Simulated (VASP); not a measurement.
# CaSe (Fm-3m) in VASP: a series of runs

The runs below take CaSe through relaxation of cell and atoms, with PBE.

Program: VASP 6.6.1. These are calculated values, not measurements. Logs are shortened: lines on timing, memory, paths and dates and some standing lists are left out, and cuts for length are marked.

### Step 1. The cell of the first run

Symmetry: Fm-3m, No. 225, cubic system. Conventional cell: a = 5.958 Å, b = 5.958 Å, c = 5.958 Å, α = 90.00°, β = 90.00°, γ = 90.00°. Ca (site symmetry m-3m) has 6 Se at 2.98 Å within 3.9 Å. Se (site symmetry m-3m) has 6 Ca at 2.98 Å within 3.9 Å.

### Step 2. Relaxation of cell and atoms, PBE

Contents of INCAR:

```
SYSTEM = CaSe
ALGO = Normal ; EDIFF = 1E-7
EDIFFG = -0.01 ; ENCUT = 500
GGA = PE ; GGA_COMPAT = .FALSE.
IBRION = 2 ; ISIF = 3
ISMEAR = 0 ; LASPH = .TRUE.
LCHARG = .FALSE. ; LREAL = .FALSE.
LWAVE = .FALSE. ; NELM = 120
NELMIN = 4 ; NSW = 80
PREC = Accurate ; SIGMA = 0.02
```

Contents of KPOINTS:

```
k-points
0
G
  8 8 8
  0 0 0
```

Contents of POSCAR:

```
CaSe
1.0
    0.0000000000      2.9791782499      2.9791782499
    2.9791782499      0.0000000000      2.9791782499
    2.9791782499      2.9791782499      0.0000000000
Ca Se
1 1
Direct
    0.0000000000      0.0000000000      0.0000000000
    0.5000000000      0.5000000000      0.5000000000
```

Potentials or basis: VASP PAW PBE potentials, release 64 (Ca_sv, Se).

On the command line:

```console
$ cat potpaw_PBE.64/Ca_sv/POTCAR potpaw_PBE.64/Se/POTCAR > POTCAR
$ mpirun -np 1 vasp_std > vasp.out
```

OUTCAR:

```text
SYSTEM = CaSe
   EDIFF = 1E-7
   EDIFFG = -0.01
   ENCUT = 500
   GGA = PE
   IBRION = 2
   ISIF = 3
   ISMEAR = 0
   LASPH = .TRUE.
   LREAL = .FALSE.
   NELM = 120
   NELMIN = 4
   NSW = 80
   PREC = Accurate

 ion  position               nearest neighbor table
   1  0.000  0.000  0.000-   2 2.98   2 2.98   2 2.98   2 2.98   2 2.98   2 2.98
   2  0.500  0.500  0.500-   1 2.98   1 2.98   1 2.98   1 2.98   1 2.98   1 2.98

  LATTYP: Found a face centered cubic cell.
 ALAT       =     5.9583564998

  Lattice vectors:

 A1 = (   0.0000000000,   2.9791782499,   2.9791782499)
 A2 = (   2.9791782499,   0.0000000000,   2.9791782499)
 A3 = (   2.9791782499,   2.9791782499,   0.0000000000)

Analysis of symmetry for initial positions (statically):
=====================================================================
 Subroutine PRICEL returns:
 Original cell was already a primitive cell.

 Routine SETGRP: Setting up the symmetry group for a
 face centered cubic supercell.

 Subroutine GETGRP returns: Found 48 space group operations
 (whereof 48 operations were pure point group operations)
 out of a pool of 48 trial point group operations.

The static configuration has the point symmetry O_h .

Analysis of symmetry for dynamics (positions and initial velocities):
=====================================================================
 Subroutine PRICEL returns:
 Original cell was already a primitive cell.

 Routine SETGRP: Setting up the symmetry group for a
 face centered cubic supercell.

 Subroutine GETGRP returns: Found 48 space group operations
 (whereof 48 operations were pure point group operations)
 out of a pool of 48 trial point group operations.

The dynamic configuration has the point symmetry O_h .

 Subroutine INISYM returns: Found 48 space group operations
 (whereof 48 operations are pure point group operations),
 and found     1 'primitive' translations

----------------------------------------------------------------------------------------

                                     Primitive cell

  volume of cell :      52.8834

  direct lattice vectors                    reciprocal lattice vectors
     0.000000000  2.979178250  2.979178250    -0.167831515  0.167831515  0.167831515
     2.979178250  0.000000000  2.979178250     0.167831515 -0.167831515  0.167831515
     2.979178250  2.979178250  0.000000000     0.167831515  0.167831515 -0.167831515

  length of vectors
     4.213194286  4.213194286  4.213194286     0.290692712  0.290692712  0.290692712

  position of ions in fractional coordinates (direct lattice)
     0.000000000  0.000000000  0.000000000
     0.500000000  0.500000000  0.500000000

  ion indices of the primitive-cell ions
   primitive index   ion index
                 1           1
                 2           2

----------------------------------------------------------------------------------------

 KPOINTS: k-points

Automatic generation of k-mesh.
 Grid dimensions read from file:
 generate k-points for:    8    8    8

 Generating k-lattice:

  Cartesian coordinates                     Fractional coordinates (reciprocal lattice)
    -0.020978939  0.020978939  0.020978939     0.125000000  0.000000000  0.000000000
     0.020978939 -0.020978939  0.020978939     0.000000000  0.125000000  0.000000000
     0.020978939  0.020978939 -0.020978939     0.000000000  0.000000000  0.125000000

  Length of vectors
     0.036336589  0.036336589  0.036336589

  Shift w.r.t. Gamma in fractional coordinates (k-lattice)
     0.000000000  0.000000000  0.000000000

 Subroutine IBZKPT returns following result:
 ===========================================

 Found     29 irreducible k-points:

 Following reciprocal coordinates:
            Coordinates               Weight
  0.000000  0.000000  0.000000      1.000000
  0.125000  0.000000  0.000000      8.000000
  0.250000  0.000000  0.000000      8.000000
  0.375000  0.000000  0.000000      8.000000
  0.500000  0.000000  0.000000      4.000000
  0.125000  0.125000  0.000000      6.000000
[... 16 lines left out ...]
  0.500000  0.250000  0.125000     48.000000
 -0.375000  0.250000  0.125000     24.000000
 [... further k-points ...]
   k-points           NKPTS =     29   k-points in BZ     NKDIM =     29   number of bands    NBANDS=     12
   number of dos      NEDOS =    301   number of ions     NIONS =      2
   total plane-waves  NPLWV =  32768
   dimension x,y,z NGX =    32 NGY =   32 NGZ =   32
   dimension x,y,z NGXF=    64 NGYF=   64 NGZF=   64
   ions per type =               1   1
   NGX,Y,Z   is equivalent  to a cutoff of  12.63, 12.63, 12.63 a.u.
   NGXF,Y,Z  is equivalent  to a cutoff of  25.25, 25.25, 25.25 a.u.
 SYSTEM =  CaSe
   PREC   = accura    normal or accurate (medium, high low for compatibility)
   ISTART =      0    job   : 0-new  1-cont  2-samecut
   ICHARG =      2    charge: 1-file 2-atom 10-const
   ISPIN  =      1    spin polarized calculation?
   LNONCOLLINEAR =      F non collinear calculations
   LSORBIT =      F    spin-orbit coupling
   LASPH  =      T    aspherical Exc in radial PAW
   ENCUT  =  500.0 eV  36.75 Ry    6.06 a.u.   7.68  7.68  7.68*2*pi/ulx,y,z
   NELM   =    120;   NELMIN=  4; NELMDL= -5     # of ELM steps
   EDIFF  = 0.1E-06   stopping-criterion for ELM
   LREAL  =      F    real-space projection
   EDIFFG = -.1E-01   stopping-criterion for IOM
   NSW    =     80    number of steps for IOM
   IBRION =      2    ionic relax: 0-MD 1-quasi-New 2-CG
   NFREE  =      1    steps in history (QN), initial steepest desc. (CG)
   ISIF   =      3    stress and relaxation
   ISYM   =      2    0-nonsym 1-usesym 2-fastsym
   POTIM  = 0.5000    time-step for ionic-motion
   TEBEG  =    0.0;   TEEND  =   0.0 temperature during run
   PSTRESS=    0.0 pullay stress
   NELECT =      16.0000    total number of electrons
   NUPDOWN=      -1.0000    fix difference up-down
   EMIN   =  10.00;   EMAX   =-10.00  energy-range for DOS
   EFERMI =   0.00;   METHOD = LEGACY
   ISMEAR =     0;   SIGMA  =   0.02  broadening in eV -4-tet -1-fermi 0-gaus
   EFERMI_NEDOS =   21; number of points for ismear=-14 and -15
   IALGO  =     38    algorithm
   IMIX   =      4    mixing-type and parameters
     AMIX     =   0.40;   BMIX     =  1.00
     AMIX_MAG =   1.60;   BMIX_MAG =  1.00
  volume/ion in A,a.u.               =      26.44       178.44
  Fermi-wavevector in a.u.,A,eV,Ry     =   1.099027  2.076860 16.433936  1.207860
  Thomas-Fermi vector in A             =   2.235415
   LORBIT       =      0    0 simple, 1 ext, 2 COOP (PROOUT), +10 PAW based schemes
   GGA     = PE    functional components
   LHFCALC =     F    Hartree Fock is set to
   AEXX    =    0.0000 exact exchange contribution
   IVDW    =     0    specifies the selected vdW correction
   LEPSILON=     F    determine dielectric tensor
   LRPA    =     F    only Hartree local field effects (RPA)
 conjugate gradient relaxation of ions
 non-spin polarized calculation
 Gauss-broadening in eV      SIGMA  =   0.02
  energy-cutoff  :      500.00
  volume of cell :       52.88
 maximum number of plane-waves:      1363
   NGX = 15   NGY = 15   NGZ = 15

--------------------------------------- Ionic step        1  -------------------------------------------

 number of electron      15.9999996 magnetization

 Free energy of the ion-electron system (eV)
  ---------------------------------------------------
  ext. energy  EPLUGINS =         0.00000000
  ---------------------------------------------------
  free energy    TOTEN  =        -9.48567828 eV

  energy without entropy =       -9.48567828  energy(sigma->0) =       -9.48567828

------------------------ aborting loop because EDIFF is reached ----------------------------------------

  FORCE on cell =-STRESS in cart. coord.  units (eV):
  Direction    XX          YY          ZZ          XY          YZ          ZX
  --------------------------------------------------------------------------------------
  -------------------------------------------------------------------------------------
  Total        0.0499054      0.0499054      0.0499054      0.0000000      0.0000000      0.0000000
  in kB        1.5119542      1.5119542      1.5119542      0.0000000      0.0000000      0.0000000
  external PRESSURE =       1.5119542 kB  Pullay stress =       0.0000000 kB

 VOLUME and BASIS-vectors are now :
 -----------------------------------------------------------------------------
  energy-cutoff  :      500.00
  volume of cell :       52.88
      direct lattice vectors                 reciprocal lattice vectors
     0.000000000  2.979178250  2.979178250    -0.167831515  0.167831515  0.167831515
     2.979178250  0.000000000  2.979178250     0.167831515 -0.167831515  0.167831515
     2.979178250  2.979178250  0.000000000     0.167831515  0.167831515 -0.167831515

 POSITION                                       TOTAL-FORCE (eV/Angst)
 -----------------------------------------------------------------------------------
      0.00000      0.00000      0.00000         0.000000      0.000000      0.000000
      2.97918      2.97918      2.97918         0.000000      0.000000      0.000000
 -----------------------------------------------------------------------------------
    total drift:                                0.000000     -0.000000     -0.000000

  FREE ENERGIE OF THE ION-ELECTRON SYSTEM (eV)
  ---------------------------------------------------
  free  energy   TOTEN  =        -9.4856782842 eV

  energy  without entropy=       -9.4856782842  energy(sigma->0) =       -9.48567828

--------------------------------------- Ionic step        2  -------------------------------------------

 number of electron      15.9999996 magnetization

 Free energy of the ion-electron system (eV)
  ---------------------------------------------------
  ext. energy  EPLUGINS =         0.00000000
  ---------------------------------------------------
  free energy    TOTEN  =        -9.48575506 eV

  energy without entropy =       -9.48575506  energy(sigma->0) =       -9.48575506

 E-fermi :   2.4616     XC(G=0):  -9.0486

 val. band max:        2.2733625727   @ k =   0.0000   0.0000   0.0000
 cond. band min:       4.3558774880   @ k =   0.5000   0.5000   0.0000
 fundamental gap:      2.0825149153
 Fermi energy:         2.4616306120

 k-point     1 :       0.0000    0.0000    0.0000
  band No.  band energies     occupation
      1     -37.5538      2.00000
      2     -18.5430      2.00000
      3     -18.5430      2.00000
      4     -18.5430      2.00000
      5      -9.4388      2.00000
      6       2.2734      2.00000
      7       2.2734      2.00000
      8       2.2734      2.00000
      9       5.4803      0.00000
     10       5.9866      0.00000
     11       5.9866      0.00000
     12       5.9866      0.00000

 k-point     2 :       0.1250    0.0000    0.0000
  band No.  band energies     occupation
      1     -37.5529      2.00000
      2     -18.5581      2.00000
      3     -18.5441      2.00000
      4     -18.5441      2.00000
      5      -9.3519      2.00000
      6       1.5247      2.00000
      7       2.0459      2.00000
      8       2.0459      2.00000
      9       5.8423      0.00000
     10       6.1910      0.00000
     11       6.1910      0.00000
     12       6.4916      0.00000
[... 301 lines left out ...]
 k-point    23 :       0.5000    0.2500    0.1250
  band No.  band energies     occupation
      1     -37.5477      2.00000
      2     -18.6175      2.00000
      3     -18.5708      2.00000
      4     -18.5553      2.00000
      5      -8.8640      2.00000
      6      -0.3384      2.00000
      7       0.8889      2.00000
      8       1.1714      2.00000
      9       6.1522      0.00000
     10       7.4110      0.00000
     11       7.7155      0.00000
     12       7.8633      0.00000

 k-point    24 :      -0.3750    0.2500    0.1250
  band No.  band energies     occupation
      1     -37.5470      2.00000
      2     -18.6253      2.00000
      3     -18.5724      2.00000
      4     -18.5582      2.00000
      5      -8.7979      2.00000
      6      -0.4744      2.00000
      7       0.7009      2.00000
      8       1.0841      2.00000
      9       6.7180      0.00000
     10       6.9974      0.00000
     11       7.9245      0.00000
     12       8.1791      0.00000

 [... further k-points ...]

------------------------ aborting loop because EDIFF is reached ----------------------------------------

  FORCE on cell =-STRESS in cart. coord.  units (eV):
  Direction    XX          YY          ZZ          XY          YZ          ZX
  --------------------------------------------------------------------------------------
  -------------------------------------------------------------------------------------
  Total       -0.0072223     -0.0072223     -0.0072223     -0.0000000      0.0000000      0.0000000
  in kB       -0.2180209     -0.2180209     -0.2180209     -0.0000000      0.0000000      0.0000000
  external PRESSURE =      -0.2180209 kB  Pullay stress =       0.0000000 kB

 VOLUME and BASIS-vectors are now :
 -----------------------------------------------------------------------------
  energy-cutoff  :      500.00
  volume of cell :       53.07
      direct lattice vectors                 reciprocal lattice vectors
     0.000000000  2.982764538  2.982764538    -0.167629725  0.167629725  0.167629725
     2.982764538  0.000000000  2.982764538     0.167629725 -0.167629725  0.167629725
     2.982764538  2.982764538  0.000000000     0.167629725  0.167629725 -0.167629725

 POSITION                                       TOTAL-FORCE (eV/Angst)
 -----------------------------------------------------------------------------------
      0.00000      0.00000      0.00000         0.000000     -0.000000     -0.000000
      2.98276      2.98276      2.98276        -0.000000      0.000000      0.000000
 -----------------------------------------------------------------------------------
    total drift:                                0.000000     -0.000000     -0.000000

  FREE ENERGIE OF THE ION-ELECTRON SYSTEM (eV)
  ---------------------------------------------------
  free  energy   TOTEN  =        -9.4857550644 eV

  energy  without entropy=       -9.4857550644  energy(sigma->0) =       -9.48575506

 reached required accuracy - stopping structural energy minimisation
```

Wall time 57 s (1 thread of Intel Xeon 8259CL, shared host); peak memory 0.19 GiB.

Results:

| Quantity | Value |
| --- | --- |
| Free energy | -9.4858 eV |
| Relaxed volume | 26.54 Å³/atom |
| Relaxed cell | a = 4.218 Å, b = 4.218 Å, c = 4.218 Å, α = 60.00°, β = 60.00°, γ = 60.00° |
| Space group after relaxing (to 0.05 Å) | Fm-3m (No. 225) |
| Energy gained by relaxing | 0.0 meV/atom |
| Ionic steps | 2 |
| Pressure after relaxing | 0.0 GPa |
| Band gap on the k mesh | 2.08 eV, indirect (least direct gap 2.99 eV) |

Final structure:
```
CELL_PARAMETERS angstrom
0.00000 2.98276 2.98276
2.98276 0.00000 2.98276
2.98276 2.98276 0.00000
ATOMIC_POSITIONS crystal
Ca 0.00000 0.00000 0.00000
Se 0.50000 0.50000 0.50000
```

Levels at points of the mesh, in eV from the valence-band top:
| k point | band 5 | band 6 | band 7 | band 8 | band 9 | band 10 | band 11 | band 12 |
| --- | --- | --- | --- | --- | --- | --- | --- | --- |
| (0.00, 0.00, 0.00) | -11.71 | 0.00 | 0.00 | 0.00 | 3.21 | 3.71 | 3.71 | 3.71 |
| (0.50, 0.00, 0.00) | -11.06 | -3.19 | -1.15 | -1.15 | 4.47 | 5.41 | 5.44 | 5.44 |
| (0.50, 0.50, 0.00) | -11.16 | -2.46 | -0.91 | -0.91 | 2.08 | 4.94 | 5.00 | 5.93 |

A k mesh can miss the band edges.

### Step 3. Relaxation of cell and atoms, PBE

This run uses another cell than the first one, of 31.39 Å³/atom, 1.187 times its volume.

Contents of INCAR:

```
SYSTEM = CaSe
  ALGO = Normal
  EDIFF = 1E-7
  EDIFFG = -0.01
  ENCUT = 500
  GGA = PE
  GGA_COMPAT = .False.
  IBRION = 2
  ISIF = 3
  ISMEAR = 0
  LASPH = .True.
  LCHARG = .False.
  LREAL = .False.
  LWAVE = .False.
  NELM = 120
  NELMIN = 4
  NSW = 80
  PREC = Accurate
  SIGMA = 0.02
```

Contents of KPOINTS:

```
k-points
0
Gamma
  8 8 8
  0 0 0
```

Contents of POSCAR:

```
CaSe
1.0
    0.0000000000      3.1545278779      3.1545278779
    3.1545278779      0.0000000000      3.1545278779
    3.1545278779      3.1545278779      0.0000000000
Ca Se
1 1
Direct
    0.0000000000      0.0000000000      0.0000000000
    0.5000000000      0.5000000000      0.5000000000
```

Potentials or basis: VASP PAW PBE potentials, release 64 (Ca_sv, Se).

On the command line:

```console
$ cat potpaw_PBE.64/Ca_sv/POTCAR potpaw_PBE.64/Se/POTCAR > POTCAR
$ mpirun -np 1 vasp_std > vasp.out
```

It took 2 min on 1 thread of Intel Xeon 8259CL, shared host; peak memory 0.22 GiB.

It converged, with:

```yaml
Free_energy: -9.4872 eV
Relaxed_volume: 26.54 Å³/atom
Relaxed_cell: a = 4.218 Å, b = 4.218 Å, c = 4.218 Å, α = 60.00°, β = 60.00°, γ = 60.00°
Space_group_after_relaxing_to_0.05_Å: Fm-3m (No. 225)
Energy_gained_by_relaxing: 99.7 meV/atom
Ionic_steps: 3
Pressure_after_relaxing: 0.0 GPa
Band_gap_on_the_k_mesh: 2.08 eV, indirect (least direct gap 2.99 eV)
```

The path:
```tsv
step	energy change (eV)	largest force (eV/Å)	pressure (GPa)	volume (Å³)
1	0.0000	0.0000	-5.70	62.78
2	-0.1994	0.0000	-0.10	53.18
3	-0.1994	0.0000	0.00	53.07
```

Final structure:
```
CELL_PARAMETERS angstrom
0.00000 2.98268 2.98268
2.98268 0.00000 2.98268
2.98268 2.98268 0.00000
ATOMIC_POSITIONS crystal
Ca 0.00000 0.00000 0.00000
Se 0.50000 0.50000 0.50000
```

Levels at points of the mesh, in eV from the valence-band top:
| k point | band 5 | band 6 | band 7 | band 8 | band 9 | band 10 | band 11 | band 12 |
| --- | --- | --- | --- | --- | --- | --- | --- | --- |
| (0.00, 0.00, 0.00) | -11.71 | 0.00 | 0.00 | 0.00 | 3.21 | 3.71 | 3.71 | 3.71 |
| (0.50, 0.00, 0.00) | -11.06 | -3.19 | -1.15 | -1.15 | 4.48 | 5.41 | 5.44 | 5.44 |
| (0.50, 0.50, 0.00) | -11.16 | -2.46 | -0.91 | -0.91 | 2.08 | 4.94 | 5.00 | 5.92 |

Caveat: the volume moved by over 15 % at a fixed basis, so the end points are rough. A k mesh can miss the band edges.
